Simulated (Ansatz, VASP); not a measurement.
# Two plane-wave programs on In3Cu

```
In Cu
1.0
     7.07541    0.00000    0.00000
    -3.53771    6.12749    0.00000
     0.00000    0.00000    4.37462
In Cu
6 2
Direct
  0.36441 0.18220 0.75000
  0.81780 0.18220 0.75000
  0.81780 0.63559 0.75000
  0.63559 0.81780 0.25000
  0.18220 0.81780 0.25000
  0.18220 0.36441 0.25000
  0.66667 0.33333 0.25000
  0.33333 0.66667 0.75000
```

Alike in both runs: functional PBE; k mesh 6 × 6 × 8; occupations gaussian, width 0.1 eV; no spin polarisation.

Ansatz relaxed the structure, and its values are those at the end. VASP's run is a single point on that final structure, the one shown.

```csv
,VASP,Ansatz
version,VASP 6.6.1,Ansatz 0.2.0
potentials or method,"VASP PAW PBE potentials, release 64 (In_d, Cu), cutoff 520 eV","scalar-relativistic, plane waves, PAW"
valence electrons in the cell,100,116
```

|  | VASP | Ansatz | Ansatz less VASP |
| --- | --- | --- | --- |
| gap on the k mesh at the Fermi level (eV) | none | none | - |
| pressure (GPa) | 0.2 | 0.0 | -0.18 |
| rms of the force components (eV/Å) | 0.005 | 0.002 | -0.0035 |

A gap of «none» marks a metal or a gap that the smearing closes. The functional is the same, so the differences come from potentials, cutoffs and numerics. VASP's potentials hold 100 valence electrons a cell and Ansatz's 116, so a difference there can come from the potentials and not from the codes.
